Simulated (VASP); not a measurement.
# MgO (P6_3mc) in VASP: further runs

Aim: see how the results for MgO move with the level of theory and the settings. Levels: r2SCAN, LDA. Tasks: single point.

All numbers are computed with VASP 6.6.1; they aren't measurements. Logs are shortened: lines on timing, memory, paths and dates and some standing lists are left out, and cuts for length are marked.

## 1. The cell of the first run

The structure is hexagonal, space group P6_3mc (No. 186). The conventional cell has a = 3.308 Å, b = 3.308 Å, c = 4.983 Å, α = 90.00°, β = 90.00°, γ = 120.00°. Within 2.6 Å of Mg (site symmetry 3m) lie 4 O at 1.97 to 1.99 Å. O (site symmetry 3m) has 4 Mg at 1.97 to 1.99 Å within 2.6 Å.

## 2. Single point, r2SCAN

POSCAR

```
MgO
1.0
    3.3077869865      0.0000000000      0.0000000000
   -1.6538934933      2.8646275606      0.0000000000
    0.0000000000      0.0000000000      4.9828816700
Mg O
2 2
Direct
    0.6666666667      0.3333333333      0.5021597400
    0.3333333333      0.6666666667      0.0021597400
    0.6666666667      0.3333333333      0.9024402600
    0.3333333333      0.6666666667      0.4024402600
```

INCAR.step1

```
SYSTEM = MgO
PREC = Accurate
ENCUT = 520
ISMEAR = -1
SIGMA = 0.05
LREAL = .FALSE.
LASPH = .TRUE.
NELM = 100
NBANDS = 16
GGA = PE
ALGO = Normal
EDIFF = 1E-4
LWAVE = .TRUE.
LCHARG = .FALSE.
```

INCAR.step2

```
SYSTEM = MgO
PREC = Accurate
ENCUT = 520
EDIFF = 1E-6
ISMEAR = -1
SIGMA = 0.05
LREAL = .FALSE.
LASPH = .TRUE.
NELM = 100
ALGO = Normal
ISIF = 2
LWAVE = .FALSE.
LCHARG = .FALSE.
METAGGA = R2SCAN
LMIXTAU = .TRUE.
NBANDS = 16
ISTART = 1
```

KPOINTS

```
regular mesh
0
G
  9 9 6
  0 0 0
```

Potentials or basis: VASP PAW PBE potentials, release 64 (Mg, O).

Run with:

```sh
$ cat potpaw_PBE.64/Mg/POTCAR potpaw_PBE.64/O/POTCAR > POTCAR
$ cp INCAR.step1 INCAR
$ mpirun -np 1 vasp_std > vasp.out
$ cp INCAR.step2 INCAR
$ mpirun -np 1 vasp_std > vasp.out
```

OUTCAR:

```text
SYSTEM = MgO
   PREC = Accurate
   ENCUT = 520
   EDIFF = 1E-6
   ISMEAR = -1
   LREAL = .FALSE.
   LASPH = .TRUE.
   NELM = 100
   ISIF = 2
   METAGGA = R2SCAN
   ISTART = 1

 ion  position               nearest neighbor table
   1  0.667  0.333  0.502-   4 1.97   4 1.97   4 1.97   3 1.99   2 3.14   2 3.14   2 3.14   2 3.14
                             2 3.14   2 3.14
   2  0.333  0.667  0.002-   3 1.97   3 1.97   3 1.97   4 1.99   1 3.14   1 3.14   1 3.14   1 3.14
                             1 3.14   1 3.14
   3  0.667  0.333  0.902-   2 1.97   2 1.97   2 1.97   1 1.99
   4  0.333  0.667  0.402-   1 1.97   1 1.97   1 1.97   2 1.99

  LATTYP: Found a hexagonal cell.
 ALAT       =     3.3077869865
 C/A-ratio  =     1.5064094787

  Lattice vectors:

 A1 = (   3.3077869865,   0.0000000000,   0.0000000000)
 A2 = (  -1.6538934933,   2.8646275606,   0.0000000000)
 A3 = (   0.0000000000,   0.0000000000,   4.9828816700)

Analysis of symmetry for initial positions (statically):
=====================================================================
 Subroutine PRICEL returns:
 Original cell was already a primitive cell.

 Routine SETGRP: Setting up the symmetry group for a
 hexagonal supercell.

 Subroutine GETGRP returns: Found 12 space group operations
 (whereof  6 operations were pure point group operations)
 out of a pool of 24 trial point group operations.

The static configuration has the point symmetry C_3v.
 The point group associated with its full space group is C_6v.

Analysis of symmetry for dynamics (positions and initial velocities):
=====================================================================
 Subroutine PRICEL returns:
 Original cell was already a primitive cell.

 Routine SETGRP: Setting up the symmetry group for a
 hexagonal supercell.

 Subroutine GETGRP returns: Found 12 space group operations
 (whereof  6 operations were pure point group operations)
 out of a pool of 24 trial point group operations.

The dynamic configuration has the point symmetry C_3v.
 The point group associated with its full space group is C_6v.

 Subroutine INISYM returns: Found 12 space group operations
 (whereof  6 operations are pure point group operations),
 and found     1 'primitive' translations

----------------------------------------------------------------------------------------

                                     Primitive cell

  volume of cell :      47.2157

  direct lattice vectors                    reciprocal lattice vectors
     3.307786987  0.000000000  0.000000000     0.302316928  0.174542760  0.000000000
    -1.653893493  2.864627561  0.000000000     0.000000000  0.349085519  0.000000000
     0.000000000  0.000000000  4.982881670     0.000000000  0.000000000  0.200687086

  length of vectors
     3.307786987  3.307786987  4.982881670     0.349085519  0.349085519  0.200687086

  position of ions in fractional coordinates (direct lattice)
     0.666666667  0.333333333  0.502159740
     0.333333333  0.666666667  0.002159740
     0.666666667  0.333333333  0.902440260
     0.333333333  0.666666667  0.402440260

  ion indices of the primitive-cell ions
   primitive index   ion index
                 1           1
                 2           2
                 3           3
                 4           4

----------------------------------------------------------------------------------------

 KPOINTS: regular mesh

Automatic generation of k-mesh.
 Grid dimensions read from file:
 generate k-points for:    9    9    6

 Generating k-lattice:

  Cartesian coordinates                     Fractional coordinates (reciprocal lattice)
     0.033590770  0.019393640  0.000000000     0.111111111 -0.000000000  0.000000000
     0.000000000  0.038787280  0.000000000     0.000000000  0.111111111  0.000000000
     0.000000000  0.000000000  0.033447848     0.000000000  0.000000000  0.166666667

  Length of vectors
     0.038787280  0.038787280  0.033447848

  Shift w.r.t. Gamma in fractional coordinates (k-lattice)
     0.000000000  0.000000000  0.000000000

 Subroutine IBZKPT returns following result:
 ===========================================

 Found     48 irreducible k-points:

 Following reciprocal coordinates:
            Coordinates               Weight
  0.000000  0.000000  0.000000      1.000000
  0.111111  0.000000  0.000000      6.000000
  0.222222  0.000000  0.000000      6.000000
  0.333333  0.000000  0.000000      6.000000
  0.444444  0.000000  0.000000      6.000000
  0.111111  0.111111  0.000000      6.000000
[... 16 lines left out ...]
  0.333333  0.222222  0.166667     24.000000
  0.333333  0.333333  0.166667      4.000000
 [... further k-points ...]
   k-points           NKPTS =     48   k-points in BZ     NKDIM =     48   number of bands    NBANDS=     16
   number of dos      NEDOS =    301   number of ions     NIONS =      4
   total plane-waves  NPLWV =  31360
   dimension x,y,z NGX =    28 NGY =   28 NGZ =   40
   dimension x,y,z NGXF=    56 NGYF=   56 NGZF=   80
   ions per type =               2   2
   NGX,Y,Z   is equivalent  to a cutoff of  14.07, 14.07, 13.35 a.u.
   NGXF,Y,Z  is equivalent  to a cutoff of  28.15, 28.15, 26.69 a.u.
 SYSTEM =  MgO
   PREC   = accura    normal or accurate (medium, high low for compatibility)
   ISTART =      1    job   : 0-new  1-cont  2-samecut
   ICHARG =      0    charge: 1-file 2-atom 10-const
   ISPIN  =      1    spin polarized calculation?
   LNONCOLLINEAR =      F non collinear calculations
   LSORBIT =      F    spin-orbit coupling
   LASPH  =      T    aspherical Exc in radial PAW
   ENCUT  =  520.0 eV  38.22 Ry    6.18 a.u.   6.15  6.15  9.26*2*pi/ulx,y,z
   NELM   =    100;   NELMIN=  2; NELMDL=  0     # of ELM steps
   EDIFF  = 0.1E-05   stopping-criterion for ELM
   LREAL  =      F    real-space projection
   EDIFFG = 0.1E-04   stopping-criterion for IOM
   NSW    =      0    number of steps for IOM
   IBRION =     -1    ionic relax: 0-MD 1-quasi-New 2-CG
   NFREE  =      0    steps in history (QN), initial steepest desc. (CG)
   ISIF   =      2    stress and relaxation
   ISYM   =      2    0-nonsym 1-usesym 2-fastsym
   POTIM  = 0.5000    time-step for ionic-motion
   TEBEG  =    0.0;   TEEND  =   0.0 temperature during run
   PSTRESS=    0.0 pullay stress
   NELECT =      16.0000    total number of electrons
   NUPDOWN=      -1.0000    fix difference up-down
   EMIN   =  10.00;   EMAX   =-10.00  energy-range for DOS
   EFERMI =   0.00;   METHOD = LEGACY
   ISMEAR =    -1;   SIGMA  =   0.05  broadening in eV -4-tet -1-fermi 0-gaus
   EFERMI_NEDOS =   21; number of points for ismear=-14 and -15
   IALGO  =     38    algorithm
   IMIX   =      4    mixing-type and parameters
     AMIX     =   0.40;   BMIX     =  1.00
     AMIX_MAG =   1.60;   BMIX_MAG =  1.00
  volume/ion in A,a.u.               =      11.80        79.66
  Fermi-wavevector in a.u.,A,eV,Ry     =   1.141351  2.156842 17.724080  1.302683
  Thomas-Fermi vector in A             =   2.278052
   LORBIT       =      0    0 simple, 1 ext, 2 COOP (PROOUT), +10 PAW based schemes
   METAGGA = R2SCAN    functional components
   LHFCALC =     F    Hartree Fock is set to
   AEXX    =    0.0000 exact exchange contribution
   IVDW    =     0    specifies the selected vdW correction
   LEPSILON=     F    determine dielectric tensor
   LRPA    =     F    only Hartree local field effects (RPA)
 non-spin polarized calculation
  energy-cutoff  :      520.00
  volume of cell :       47.22
 maximum number of plane-waves:      1303
 NGX is ok and might be reduce to    28
   NGX = 13   NGY = 13   NGZ = 19

 number of electron      15.9999997 magnetization

 Free energy of the ion-electron system (eV)
  ---------------------------------------------------
  ext. energy  EPLUGINS =         0.00000000
  ---------------------------------------------------
  free energy    TOTEN  =       -31.85339234 eV

  energy without entropy =      -31.85339234  energy(sigma->0) =      -31.85339234

 E-fermi :   1.7866     XC(G=0): -10.1989

 val. band max:        0.7369697073   @ k =   0.0000   0.0000   0.0000
 cond. band min:       4.8658634915   @ k =   0.0000   0.0000   0.0000
 fundamental gap:      4.1288937841
 Fermi energy:         1.7865504956

 k-point     1 :       0.0000    0.0000    0.0000
  band No.  band energies     occupation
      1     -16.4794      2.00000
      2     -15.6936      2.00000
      3      -2.5458      2.00000
      4      -0.0670      2.00000
      5      -0.0670      2.00000
      6       0.2757      2.00000
[... 8 lines left out ...]
     15      18.2696      0.00000
     16      18.2696      0.00000

 k-point     2 :       0.1111    0.0000    0.0000
  band No.  band energies     occupation
      1     -16.4197      2.00000
      2     -15.6742      2.00000
      3      -2.4270      2.00000
      4      -0.3584      2.00000
      5      -0.1492      2.00000
      6      -0.0704      2.00000
[... 8 lines left out ...]
     15      17.9383      0.00000
     16      18.1553      0.00000

 k-point     3 :       0.2222    0.0000    0.0000
  band No.  band energies     occupation
      1     -16.2602      2.00000
      2     -15.6311      2.00000
      3      -2.0931      2.00000
      4      -1.1287      2.00000
      5      -0.6231      2.00000
      6      -0.3222      2.00000
[... 8 lines left out ...]
     15      16.8780      0.00000
     16      17.1716      0.00000

 k-point     4 :       0.3333    0.0000    0.0000
  band No.  band energies     occupation
      1     -16.0538      2.00000
      2     -15.6005      2.00000
      3      -1.8933      2.00000
      4      -1.5963      2.00000
      5      -1.1103      2.00000
      6      -0.4892      2.00000
[... 8 lines left out ...]
     15      16.2548      0.00000
     16      17.3912      0.00000
[... 324 lines left out ...]
 k-point    22 :       0.2222    0.2222    0.1667
  band No.  band energies     occupation
      1     -15.9268      2.00000
      2     -15.6200      2.00000
      3      -1.9078      2.00000
      4      -1.7692      2.00000
      5      -0.7865      2.00000
      6      -0.7505      2.00000
[... 8 lines left out ...]
     15      15.6745      0.00000
     16      18.2315      0.00000

 k-point    23 :       0.3333    0.2222    0.1667
  band No.  band energies     occupation
      1     -15.7873      2.00000
      2     -15.6361      2.00000
      3      -2.1145      2.00000
      4      -1.5844      2.00000
      5      -1.1673      2.00000
      6      -0.5320      2.00000
[... 8 lines left out ...]
     15      15.3523      0.00000
     16      18.2507      0.00000

 k-point    24 :       0.3333    0.3333    0.1667
  band No.  band energies     occupation
      1     -15.6904      2.00000
      2     -15.6904      2.00000
      3      -1.9727      2.00000
      4      -1.4633      2.00000
      5      -1.4633      2.00000
      6      -0.7028      2.00000
[... 8 lines left out ...]
     15      15.1173      0.00000
     16      19.1597      0.00000

 [... further k-points ...]

------------------------ aborting loop because EDIFF is reached ----------------------------------------

  FORCE on cell =-STRESS in cart. coord.  units (eV):
  Direction    XX          YY          ZZ          XY          YZ          ZX
  --------------------------------------------------------------------------------------
  -------------------------------------------------------------------------------------
  Total       -0.3684161     -0.3684161     -0.2481390      0.0000000     -0.0000000      0.0000000
  in kB      -12.5015216    -12.5015216     -8.4201401      0.0000000     -0.0000000      0.0000000
  external PRESSURE =     -11.1410611 kB  Pullay stress =       0.0000000 kB

 VOLUME and BASIS-vectors are now :
 -----------------------------------------------------------------------------
  energy-cutoff  :      520.00
  volume of cell :       47.22
      direct lattice vectors                 reciprocal lattice vectors
     3.307786987  0.000000000  0.000000000     0.302316928  0.174542760  0.000000000
    -1.653893493  2.864627561  0.000000000     0.000000000  0.349085519  0.000000000
     0.000000000  0.000000000  4.982881670     0.000000000  0.000000000  0.200687086

 POSITION                                       TOTAL-FORCE (eV/Angst)
 -----------------------------------------------------------------------------------
      1.65389      0.95488      2.50220         0.000000     -0.000000      0.028279
     -0.00000      1.90975      0.01076        -0.000000     -0.000000      0.028279
      1.65389      0.95488      4.49675         0.000000      0.000000     -0.028279
     -0.00000      1.90975      2.00531        -0.000000     -0.000000     -0.028279
 -----------------------------------------------------------------------------------
    total drift:                               -0.000000      0.000000     -0.014640

  FREE ENERGIE OF THE ION-ELECTRON SYSTEM (eV)
  ---------------------------------------------------
  free  energy   TOTEN  =       -31.8533923431 eV

  energy  without entropy=      -31.8533923431  energy(sigma->0) =      -31.85339234
```

Wall time 80 s (1 thread of Intel Xeon Platinum 8488C (Sapphire Rapids), shared host); peak memory 0.19 GiB.

What came out:

* Free energy: -31.8534 eV
* Pressure: -1.1 GPa
* Largest force: 0.028 eV/Å
* Band gap on the k mesh: 4.13 eV, direct

Forces on the atoms (eV/Å):
```
Mg   0.000  0.000  0.028
Mg   0.000  0.000  0.028
O    0.000  0.000 -0.028
O    0.000  0.000 -0.028
```

Stress tensor (GPa, compression positive):
```
-1.25  0.00  0.00
 0.00 -1.25  0.00
 0.00  0.00 -0.84
```

Levels at points of the mesh, in eV from the valence-band top:
| k point | band 5 | band 6 | band 7 | band 8 | band 9 | band 10 | band 11 | band 12 |
| --- | --- | --- | --- | --- | --- | --- | --- | --- |
| (0.00, 0.00, 0.00) | -0.80 | -0.46 | -0.46 | 0.00 | 4.13 | 9.38 | 11.20 | 15.02 |
| (0.00, 0.00, 0.50) | -0.64 | -0.64 | -0.64 | -0.64 | 6.67 | 6.67 | 14.21 | 14.21 |

Caveat: the PAW data sets were made with another functional, which shifts forces and pressure a little. r2SCAN opens gaps a little over a GGA but as a rule still falls short of measured ones.

(Part 1 of 2 ends here.)
